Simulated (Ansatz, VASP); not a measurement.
**AgCl: VASP beside Ansatz**

File INCAR:

```
PREC = Accurate
ENCUT = 520
EDIFF = 1E-6
ISMEAR = 0
SIGMA = 0.05
LREAL = F
LASPH = T
NELM = 100
ALGO = Normal
ISIF = 2
LWAVE = F
LCHARG = T
GGA = PS
LELF = T
LVHAR = T
NBANDS = 16
```

The input KPOINTS:

```
regular mesh
0
Gamma
  12 12 12
```

File POSCAR:

```
AgCl
1.0
    3.3896254728      0.0303454958      0.0303454958
    0.0303454958      3.3896254728      0.0303454958
    0.0303454958      0.0303454958      3.3896254728
Ag Cl
1 1
Direct
    0.0000000000      0.0000000000      0.0000000000
    0.5000000000      0.5000000000      0.5000000000
```

Input for Ansatz:

```yaml
crystal:
  lattice:
    - [3.3896254728, 0.0303454958, 0.0303454958]
    - [0.0303454958, 3.3896254728, 0.0303454958]
    - [0.0303454958, 0.0303454958, 3.3896254728]
  atoms:
    - { symbol: Ag, position: [0.0, 0.0, 0.0] }
    - { symbol: Cl, position: [0.5, 0.5, 0.5] }
basis:
  ecutwfc: 420
kpoints:
  mp_grid: { grid: [12, 12, 12] }
hamiltonian:
  xc: pbesol
scf:
  occupations: { method: gaussian, width: 0.05 }
output:
  forces: true
  stress: true
  eigenvalues: true
```

Alike in both runs: task single point; functional PBEsol; k mesh 12 × 12 × 12; occupations gaussian, width 0.05 eV; no spin polarisation.

|  | VASP | Ansatz |
| --- | --- | --- |
| version | VASP 6.6.1 | Ansatz 0.2.0 |
| potentials or method | VASP PAW PBE potentials, release 64 (Ag, Cl), cutoff 520 eV | scalar-relativistic, plane waves, PAW |
| valence electrons in the cell | 18 | 26 |

```csv
,VASP,Ansatz,Ansatz less VASP
gap on the k mesh at the Fermi level (eV),0.37,0.37,-0.001
least direct gap on the mesh (eV),2.00,2.00,-0.001
pressure (GPa),-3.0,-2.9,+0.11
"traceless stress, the component that is largest in VASP (GPa)",0.25,0.25,-0.002
```

VASP's potentials were made for PBE, not for PBEsol. VASP's potentials hold 18 valence electrons a cell and Ansatz's 26, so a difference there can come from the potentials and not from the codes.
